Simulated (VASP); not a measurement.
A run of VASP 6.6.1 is set up as follows.

Contents of INCAR:

```
ALGO = Normal
EDIFF = 1E-6
ENCUT = 520
ISIF = 2
ISMEAR = 0
LASPH = True
LCHARG = False
LREAL = False
LWAVE = False
NBANDS = 16
NELM = 60
PREC = Accurate
SIGMA = 0.05
```

The input KPOINTS:

```
k-points
0
Gamma
  8 8 8
```

Contents of POSCAR:

```
AgCl
1.0
    0.0000000000      2.7731500000      2.7731500000
    2.7731500000      0.0000000000      2.7731500000
    2.7731500000      2.7731500000      0.0000000000
Ag Cl
1 1
Direct
    0.5090150190      0.5090150190      0.4909849810
    0.0000000000      0.0000000000      0.0000000000
```

Potentials or basis: VASP PAW LDA potentials, release 64 (Ag, Cl).

Command:

```bash
$ cat potpaw_LDA.64/Ag/POTCAR potpaw_LDA.64/Cl/POTCAR > POTCAR
$ mpirun -np 1 vasp_std > vasp.out
```

Q: What does it give for the largest force?

A: 0.030 eV/Å.

Q: Predict the pressure.

A: -5.5 GPa.

Q: What does it give for the band gap on the k mesh?

A: 0.65 eV, indirect (least direct gap 2.83 eV).

Forces in eV/Å, atoms in the order of the input:
```
Ag   0.000  0.000 -0.030
Cl   0.000  0.000  0.030
```

Caveat: the cell differs from its parent crystal (all Ag atoms moved -0.050 Å, as atom 1 towards its neighbour atom 2 (Cl) at 2.773 Å). A k mesh can miss the band edges.
